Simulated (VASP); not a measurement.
# CuSi16 (a cell with a defect) in VASP: further runs, part 2 of 2

VASP 6.6.1. Earlier steps stand in the parts before.

## (3) Single point, LDA, collinear spin

Contents of INCAR:

```
SYSTEM = CuSi16
PREC     = Accurate       ! precision mode
ENCUT    = 520            ! plane-wave cutoff, eV
EDIFF    = 1E-6           ! SCF threshold, eV
ISMEAR   = -1             ! smearing method
SIGMA    = 0.02           ! smearing width, eV
LREAL    = Auto         
LASPH    = .TRUE.         ! aspherical terms in the spheres
NELM     = 150            ! most SCF steps
ALGO     = Normal         ! electronic algorithm
ISIF     = 2              ! what is computed and relaxed
LWAVE    = .FALSE.        ! write WAVECAR
LCHARG   = .FALSE.        ! write CHGCAR
ISPIN    = 2              ! spin polarisation
MAGMOM   = 0 0 0 0 0 0 0 0 0 0 0 0 0 0 0 0 1 ! initial moments
LORBIT   = 11             ! projections on sites
LMAXMIX  = 4              ! l up to which the mixer works
NBANDS   = 56             ! bands
```

Contents of KPOINTS:

```
Automatic mesh
0
G
  2 2 2
  0 0 0
```

Contents of POSCAR:

```
CuSi16
1.0
    0.0000000000      5.4300000000      5.4300000000
    5.4300000000      0.0000000000      5.4300000000
    5.4300000000      5.4300000000      0.0000000000
Si Cu
16 1
Direct
   -0.1595488029      0.2333241252      0.1056998158
    0.1879926335     -0.0474217311      0.2363720074
   -0.0860497238     -0.1077624309      0.5320718232
   -0.1694198895      0.2142081031      0.7605985267
   -0.0279834254      0.5300460405      0.0273572744
   -0.1157734807      0.8668600368      0.0398434622
    0.0374217311      0.5240331492      0.6631307551
    0.2152578269      0.8661049724      0.5842633517
    0.3358195212      0.2728176796     -0.1384898711
    0.4435727440      0.3592265193      0.1037569061
    0.2145672192      0.2067034991      0.5299079190
    0.5633149171      0.2560220994      0.4827808471
    0.6367127072      0.6469521179     -0.2731031308
    0.6205064457      0.8241160221     -0.0256629834
    0.5150644567      0.6081031308      0.3719521179
    0.9055616943      0.5809208103      0.3585451197
    0.3528084715      0.7258471455      0.0365653775
```

Potentials or basis: VASP PAW LDA potentials, release 64 (Si, Cu).

The run is started by

```
$ cat potpaw_LDA.64/Si/POTCAR potpaw_LDA.64/Cu/POTCAR > POTCAR
$ mpirun -np 1 vasp_std > vasp.out
```

OUTCAR:

```text
SYSTEM = CuSi16
   PREC = Accurate
   ENCUT = 520
   EDIFF = 1E-6
   ISMEAR = -1
   LREAL = Auto
   LASPH = .TRUE.
   NELM = 150
   ISIF = 2
   ISPIN = 2
   LORBIT = 11

 ion  position               nearest neighbor table
   1  0.840  0.233  0.106-   5 2.63  12 2.63  10 2.70   2 2.75   4 2.77   6 2.93   7 3.08   3 3.11

   2  0.188  0.953  0.236-   3 2.22  17 2.35   8 2.50   1 2.75  15 2.76   9 2.84  14 2.84
   3  0.914  0.892  0.532-   2 2.22   7 2.31   8 2.44  12 2.76  13 2.89  14 2.94   1 3.11
   4  0.831  0.214  0.761-   6 2.44  11 2.56   1 2.77  13 2.81  10 2.97  16 2.99   8 3.07   7 3.09
[... 5 lines left out ...]
   8  0.215  0.866  0.584-  11 2.43   3 2.44   2 2.50  15 2.61   4 3.07   6 3.13
   9  0.336  0.273  0.862-  12 2.57   5 2.60   7 2.72  10 2.81   2 2.84  14 2.96
  10  0.444  0.359  0.104-  17 2.37   1 2.70  11 2.77   9 2.81  13 2.84   4 2.97  12 3.10
  11  0.215  0.207  0.530-   8 2.43   4 2.56   7 2.57  12 2.71  10 2.77  16 2.85
  12  0.563  0.256  0.483-  15 2.28   9 2.57   1 2.63  11 2.71   3 2.76  10 3.10
  13  0.637  0.647  0.727-  17 2.39   7 2.58  16 2.66  14 2.77   4 2.81  10 2.84   3 2.89
  14  0.621  0.824  0.974-  17 2.29   6 2.51  15 2.56   5 2.58  13 2.77   2 2.84   3 2.94   9 2.96

  15  0.515  0.608  0.372-  12 2.28  14 2.56   8 2.61   2 2.76  16 2.85  17 2.96   5 3.14
  16  0.906  0.581  0.359-   6 2.35   5 2.53  13 2.66   7 2.76  15 2.85  11 2.85   4 2.99
  17  0.353  0.726  0.037-  14 2.29   2 2.35  10 2.37  13 2.39  15 2.96

  LATTYP: Found a face centered cubic cell.
 ALAT       =    10.8600000000

  Lattice vectors:

 A1 = (   0.0000000000,   5.4300000000,   5.4300000000)
 A2 = (   5.4300000000,   0.0000000000,   5.4300000000)
 A3 = (   5.4300000000,   5.4300000000,   0.0000000000)

Analysis of symmetry for initial positions (statically):
=====================================================================
 Subroutine PRICEL returns:
 Original cell was already a primitive cell.

 Routine SETGRP: Setting up the symmetry group for a
 face centered cubic supercell.

 Subroutine GETGRP returns: Found  1 space group operations
 (whereof  1 operations were pure point group operations)
 out of a pool of 48 trial point group operations.

The static configuration has the point symmetry C_1 .

Analysis of symmetry for dynamics (positions and initial velocities):
=====================================================================
 Subroutine PRICEL returns:
 Original cell was already a primitive cell.

 Routine SETGRP: Setting up the symmetry group for a
 face centered cubic supercell.

 Subroutine GETGRP returns: Found  1 space group operations
 (whereof  1 operations were pure point group operations)
 out of a pool of 48 trial point group operations.

The dynamic configuration has the point symmetry C_1 .

Analysis of structural, dynamic, and magnetic symmetry:
=====================================================================
 Subroutine PRICEL returns:
 Original cell was already a primitive cell.

 Routine SETGRP: Setting up the symmetry group for a
 face centered cubic supercell.

 Subroutine GETGRP returns: Found  1 space group operations
 (whereof  1 operations were pure point group operations)
 out of a pool of 48 trial point group operations.

The overall configuration has the point symmetry C_1 .

 Subroutine INISYM returns: Found  1 space group operations
 (whereof  1 operations are pure point group operations),
 and found     1 'primitive' translations

----------------------------------------------------------------------------------------

                                     Primitive cell
[... 122 lines left out ...]
   IMIX   =      4    mixing-type and parameters
     AMIX     =   0.40;   BMIX     =  1.00
     AMIX_MAG =   1.60;   BMIX_MAG =  1.00
  volume/ion in A,a.u.               =      18.84       127.11
  Fermi-wavevector in a.u.,A,eV,Ry     =   1.009142  1.907001 13.855720  1.018367
  Thomas-Fermi vector in A             =   2.142052
   LORBIT       =     11    0 simple, 1 ext, 2 COOP (PROOUT), +10 PAW based schemes
   GGA     = CA    functional components
   LHFCALC =     F    Hartree Fock is set to
   AEXX    =    0.0000 exact exchange contribution
   IVDW    =     0    specifies the selected vdW correction
   LEPSILON=     F    determine dielectric tensor
   LRPA    =     F    only Hartree local field effects (RPA)
 spin polarized calculation
  energy-cutoff  :      520.00
  volume of cell :      320.21
 maximum number of plane-waves:      8646
 NGX is ok and might be reduce to    60
   NGX = 29   NGY = 29   NGZ = 29

 number of electron      75.0000002 magnetization      -0.0055831

 number of electron      75.0000002 magnetization       0.0000052

 Free energy of the ion-electron system (eV)
  ---------------------------------------------------
  ext. energy  EPLUGINS =         0.00000000
  ---------------------------------------------------
  free energy    TOTEN  =       -89.31845806 eV

  energy without entropy =      -89.30863293  energy(sigma->0) =      -89.31354549

 E-fermi :   6.4352     XC(G=0): -10.0610

 val. band max:        6.4126931172   @ k =   0.0000   0.5000   0.5000
 cond. band min:       6.4773065285   @ k =   0.5000   0.5000   0.0000
 fundamental gap:      0.0646134112
 Fermi energy:         6.4352069438

 spin component 1

 k-point     1 :       0.0000    0.0000    0.0000
  band No.  band energies     occupation
      1      -6.0489      1.00000
      2      -3.8474      1.00000
      3      -3.4606      1.00000
      4      -3.1442      1.00000
      5      -2.7802      1.00000
      6      -2.4200      1.00000
[... 405 lines left out ...]
     48       9.1966      0.00000
     49       9.4457      0.00000
 Fermi energy:         6.4352069438

 spin component 2

 k-point     1 :       0.0000    0.0000    0.0000
  band No.  band energies     occupation
      1      -6.0489      1.00000
      2      -3.8474      1.00000
      3      -3.4606      1.00000
      4      -3.1442      1.00000
      5      -2.7802      1.00000
      6      -2.4200      1.00000
[... 405 lines left out ...]
     48       9.1966      0.00000
     49       9.4457      0.00000
 [bands above 49 left out]

------------------------ aborting loop because EDIFF is reached ----------------------------------------

  FORCE on cell =-STRESS in cart. coord.  units (eV):
  Direction    XX          YY          ZZ          XY          YZ          ZX
  --------------------------------------------------------------------------------------
  -------------------------------------------------------------------------------------
  Total      -14.6087339    -18.8615834    -11.7387769     -1.4824776     -6.8944048      2.0033467
  in kB      -73.0960109    -94.3754956    -58.7359430     -7.4176993    -34.4967259     10.0239112
  external PRESSURE =     -75.4024832 kB  Pullay stress =       0.0000000 kB

 VOLUME and BASIS-vectors are now :
 -----------------------------------------------------------------------------
  energy-cutoff  :      520.00
  volume of cell :      320.21
      direct lattice vectors                 reciprocal lattice vectors
     0.000000000  5.430000000  5.430000000    -0.092081031  0.092081031  0.092081031
     5.430000000  0.000000000  5.430000000     0.092081031 -0.092081031  0.092081031
     5.430000000  5.430000000  0.000000000     0.092081031  0.092081031 -0.092081031

 POSITION                                       TOTAL-FORCE (eV/Angst)
 -----------------------------------------------------------------------------------
      1.84090      5.13760      5.83060         0.236292     -0.281705      0.123426
      6.45600      2.30430      6.19330        -1.024647     -0.947919      1.676946
      7.73400      7.85190      9.80760         1.796682     -0.498880     -1.231038
      5.29320      8.64010      5.67320         0.687008      0.127243      0.202763
      3.02670      5.42660      8.15620        -1.222417     -0.133721     -0.929569
      4.92340      5.01770      9.50840         0.466743     -0.629285      0.868897
[... 9 lines left out ...]
      5.10130      6.86410      8.07160         0.024588      0.209958     -0.594549
      4.13990      2.11430      5.85710        -0.387468     -0.049565     -0.482250
 -----------------------------------------------------------------------------------
    total drift:                                0.000708     -0.006742      0.010324

  FREE ENERGIE OF THE ION-ELECTRON SYSTEM (eV)
  ---------------------------------------------------
  free  energy   TOTEN  =       -89.3184580587 eV

  energy  without entropy=      -89.3086329298  energy(sigma->0) =      -89.31354549

 total charge

# of ion       s       p       d       tot
------------------------------------------
    1        0.856   0.686   0.000   1.542
    2        0.826   0.802   0.000   1.628
    3        0.831   0.811   0.000   1.642
    4        0.862   0.678   0.000   1.540
    5        0.821   0.788   0.000   1.609
    6        0.828   0.790   0.000   1.618
[... 9 lines left out ...]
   16        0.848   0.728   0.000   1.575
   17        0.501   0.389   9.172  10.062
--------------------------------------------------
tot         13.936  12.227   9.172  35.335

 magnetization (x)

# of ion       s       p       d       tot
------------------------------------------
    1        0.000   0.000   0.000   0.000
    2       -0.000  -0.000   0.000  -0.000
    3        0.000   0.000   0.000   0.000
    4        0.000   0.000   0.000   0.000
    5        0.000   0.000   0.000   0.000
    6       -0.000   0.000   0.000  -0.000
[... 9 lines left out ...]
   16        0.000   0.000   0.000   0.000
   17       -0.000  -0.000   0.000   0.000
--------------------------------------------------
tot          0.000  -0.000   0.000   0.000
```

Run time: 20 min. Hardware: 1 thread of Oxide Virtual Turin-like, shared host; peak memory 0.46 GiB.

What came out:

| Property | Result |
| --- | --- |
| Free energy | -89.3185 eV |
| Pressure | -7.5 GPa |
| Largest force | 2.234 eV/Å |
| Net moment | 0.00 μB per cell |
| Valence electrons inside the program's atomic spheres | Si 1.54, 1.63, 1.64, 1.61, 1.62, 1.60, 1.58, 1.53, 1.56, 1.59, 1.57 (each value once); Cu 10.06 |

Forces on the atoms (eV/Å):
```
Si   0.236 -0.282  0.123
Si  -1.025 -0.948  1.677
Si   1.797 -0.499 -1.231
Si   0.687  0.127  0.203
Si  -1.222 -0.134 -0.930
Si   0.467 -0.629  0.869
Si  -0.312  0.579 -0.699
Si  -0.455  0.308 -0.265
Si   0.746  0.785 -0.189
Si  -0.499 -0.073  0.046
Si   0.154 -0.459  0.931
Si  -0.600  0.355 -1.316
Si  -0.220  0.420 -0.096
Si  -0.138  0.654  0.735
Si   0.747 -0.366  1.218
Si   0.025  0.210 -0.595
Cu  -0.387 -0.050 -0.482
```

Caveat: the k points lie up to 0.50 Å⁻¹ apart; the atoms stand as in a frame of molecular dynamics.
